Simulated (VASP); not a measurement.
Wanted: the native input for a VASP 6.6.1 run.

```yaml
Task: relaxation of cell and atoms
Functional: PBE
Potentials_or_basis: VASP PAW PBE potentials, release 64 (Zr_sv)
Cutoff: 600 eV
k_mesh: 10 × 10 × 5
Occupations: fermi-dirac, width 0.1 eV
Spin: no spin polarisation
Dipole_correction: no
Further_INCAR_settings: ALGO = Normal; EDIFF = 1e-06; IBRION = 2; EDIFFG = -0.02; NSW = 80; ISIF = 3
```

The structure of Zr lies in POSCAR:

```
Zr
1.0
    3.2320000000      0.0000000000      0.0000000000
   -1.6160000000      2.7989941000      0.0000000000
    0.0000000000      0.0000000000      5.1470000000
Zr
2
Direct
    0.3333333300      0.6666666700      0.2500000000
    0.6666666700      0.3333333300      0.7500000000
```

The input as run:

INCAR

```
PREC = Accurate
ENCUT = 600
EDIFF = 1E-6
ISMEAR = -1
SIGMA = 0.1
LREAL = F
LASPH = T
NELM = 100
ALGO = Normal
ISIF = 3
LWAVE = F
LCHARG = F
GGA = PE
IBRION = 2
NSW = 80
EDIFFG = -0.02
```

KPOINTS

```
regular mesh
0
Gamma
  10 10 5
```

Potentials or basis: VASP PAW PBE potentials, release 64 (Zr_sv).

Launch:

```console
$ cat potpaw_PBE.64/Zr_sv/POTCAR > POTCAR
$ mpirun -np 1 vasp_std > vasp.out
```

It gave:

```yaml
Relaxed_volume: 23.40 Å³/atom
Relaxed_cell: a = 3.233 Å, b = 3.233 Å, c = 5.170 Å, α = 90.00°, β = 90.00°, γ = 120.00°
Space_group_after_relaxing_to_0.1_Å: P6_3/mmc (No. 194)
Energy_gained_by_relaxing: 0.3 meV/atom
Ionic_steps: 4
Pressure_after_relaxing: 0.0 GPa
Band_gap_on_the_k_mesh: zero (bands 12 and 13 overlap by 1.19 eV)
```

It took 58 s on 1 thread of Intel(R) Xeon(R) Platinum 8488C (Sapphire Rapids), with other jobs on the host, peak memory 0.19 GiB.
